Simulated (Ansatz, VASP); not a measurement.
**One calculation of BaTiO3, two programs**

```
CELL_PARAMETERS angstrom
3.95736 0.00000 0.00000
0.00000 2.81801 2.82670
0.00000 -2.81801 2.82670
ATOMIC_POSITIONS crystal
Ba 0.00000 0.00000 0.00000
Ti 0.50000 0.50790 0.50790
O 0.00000 0.49210 0.49210
O 0.50000 0.50251 0.99371
O 0.50000 0.99371 0.50251
```

Change from the starting cell: volume scaled by 0.98, crystal datasets.

Alike in both runs: task electric field gradients; functional PBE; k mesh 8 × 8 × 8; occupations fermi-dirac, width 0.05 eV; no spin polarisation.

|  | VASP | Ansatz |
| --- | --- | --- |
| version | VASP 6.6.1 | Ansatz 0.2.0 |
| potentials or method | VASP PAW PBE potentials, release 64 (Ba_sv, Ti_sv, O), cutoff 520 eV | all-electron PAW with datasets made for the crystal, scalar-relativistic |

VASP gave:

```
gap on the k mesh at the Fermi level (eV)                     : 1.83
pressure (GPa)                                                : 7.4
traceless stress, the component that is largest in VASP (GPa) : 0.77
rms of the force components (eV/Å)                            : 0.070
size of Vzz on the site where it differs most (V/Å²)          : 6.1
```

Question: Which values does Ansatz return?

Answer: gap on the k mesh at the Fermi level (eV): 1.89; pressure (GPa): 5.5; traceless stress, the component that is largest in VASP (GPa): 0.75; rms of the force components (eV/Å): 0.073; size of Vzz on the site where it differs most (V/Å²): 6.3.

Atom by atom the forces differ by 0.010 eV/Å (rms over components). Ansatz ran all-electron here, and VASP with PAW potentials.

Neither program's run includes spin-orbit coupling.
